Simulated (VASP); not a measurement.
Here is a VASP 6.6.1 calculation.

Contents of INCAR:

```
SYSTEM = Al2OsN3
ALGO     = Normal         ! electronic algorithm
EDIFF    = 1E-7           ! SCF threshold, eV
EDIFFG   = -0.01          ! ionic threshold
ENCUT    = 600            ! plane-wave cutoff, eV
GGA      = PE             ! functional
IBRION   = 2              ! ionic algorithm
ISIF     = 3              ! what is computed and relaxed
ISMEAR   = 0              ! smearing method
LASPH    = .True.         ! aspherical terms in the spheres
LCHARG   = .False.        ! write CHGCAR
LREAL    = .False.        ! projectors in reciprocal space
LWAVE    = .False.        ! write WAVECAR
NELM     = 80             ! most SCF steps
NSW      = 100            ! ionic steps
PREC     = Accurate       ! precision mode
SIGMA    = 0.1            ! smearing width, eV
```

Contents of KPOINTS:

```
k-points
0
Gamma
  12 12 12
  0 0 0
```

Contents of POSCAR:

```
Al2OsN3
1.0
    2.7833107802      1.6069452282      2.5239883928
   -2.7833107802      1.6069452282      2.5239883928
    0.0000000000     -3.2138904564      2.5239883928
Al Os N
2 1 3
Direct
    0.8277538829      0.8277538829      0.8277538829
    0.1722461171      0.1722461171      0.1722461171
    0.5000000000      0.5000000000      0.5000000000
    0.5000000000      0.0000000000      0.5000000000
    0.5000000000      0.5000000000      0.0000000000
    0.0000000000      0.5000000000      0.5000000000
```

Potentials or basis: VASP PAW PBE potentials, release 64 (Al, Os, N).

Run with:

```sh
$ cat potpaw_PBE.64/Al/POTCAR potpaw_PBE.64/Os/POTCAR potpaw_PBE.64/N/POTCAR > POTCAR
$ mpirun -np 1 vasp_std > vasp.out
```

Question: What does it give for the space group after relaxing (to 0.1 Å)?

Answer: R-3m (No. 166).

Question: What does it give for the relaxed cell?

Answer: a = 4.095 Å, b = 4.095 Å, c = 4.095 Å, α = 85.86°, β = 85.86°, γ = 85.86°.

Question: What does it give for the relaxed volume?

Answer: 11.36 Å³/atom.

Final structure:
```yaml
crystal:
  lattice:
    - [2.78884, 1.61014, 2.52894]
    - [-2.78884, 1.61014, 2.52894]
    - [0.00000, -3.22028, 2.52894]
  atoms:
    - { symbol: Al, position: [0.82737, 0.82737, 0.82737] }
    - { symbol: Al, position: [0.17263, 0.17263, 0.17263] }
    - { symbol: Os, position: [0.50000, 0.50000, 0.50000] }
    - { symbol: N, position: [0.50000, 0.00000, 0.50000] }
    - { symbol: N, position: [0.50000, 0.50000, 0.00000] }
    - { symbol: N, position: [0.00000, 0.50000, 0.50000] }
```
